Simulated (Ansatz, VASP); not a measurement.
**SiN: VASP beside Ansatz**

File INCAR:

```
SYSTEM = SiN
  ALGO = Normal
  EDIFF = 1E-6
  EDIFFG = -0.01
  ENCUT = 600
  GGA = PE
  IBRION = 2
  ISIF = 3
  ISMEAR = 0
  LASPH = .TRUE.
  LCHARG = .FALSE.
  LREAL = .FALSE.
  LWAVE = .FALSE.
  NELM = 80
  NSW = 100
  PREC = Accurate
  SIGMA = 0.1
```

File KPOINTS:

```
k-points
0
G
  22 22 22
  0 0 0
```

File POSCAR:

```
SiN
1.0
    2.6158589478      0.0000000000      0.0000000000
    0.0000000000      2.6158589478      0.0000000000
    0.0000000000      0.0000000000      2.6158589478
Si N
1 1
Direct
    0.5000000000      0.5000000000      0.5000000000
    0.0000000000      0.0000000000      0.0000000000
```

Input for Ansatz:

```yaml
crystal:
  lattice:
    - [2.6158589478, 0.0, 0.0]
    - [0.0, 2.6158589478, 0.0]
    - [0.0, 0.0, 2.6158589478]
  atoms:
    - { symbol: Si, position: [0.5, 0.5, 0.5] }
    - { symbol: "N", position: [0.0, 0.0, 0.0] }
basis:
  ecutwfc: 420
kpoints:
  mp_grid: { grid: [22, 22, 22] }
hamiltonian:
  xc: pbe
scf:
  occupations: { method: gaussian, width: 0.1 }
output:
  forces: true
  stress: true
  eigenvalues: true
relax:
  adjacent_minimum: "off"
  f_tol: 0.01
  max_steps: 80
  cell: { stress_tol: 0.05 }
```

Alike in both runs: task relaxation of cell and atoms; functional PBE; k mesh 22 × 22 × 22; occupations gaussian, width 0.1 eV; no spin polarisation.

|  | VASP | Ansatz |
| --- | --- | --- |
| version | VASP 6.6.1 | Ansatz 0.2.0 |
| potentials or method | VASP PAW PBE potentials, release 64 (Si, N), cutoff 600 eV | scalar-relativistic, plane waves, PAW |
| valence electrons in the cell | 9 | 9 |

```csv
,VASP,Ansatz,Ansatz less VASP
"gap on the k mesh at the Fermi level, each at its own relaxed structure (eV)",none,none,-
relaxed volume (Å³/atom),8.92,8.92,+0.006
relaxed length of the cell vector where the two differ most in proportion (Å),2.613,2.613,+0.0006
```

A gap of «none» marks a metal or a gap that the smearing closes.
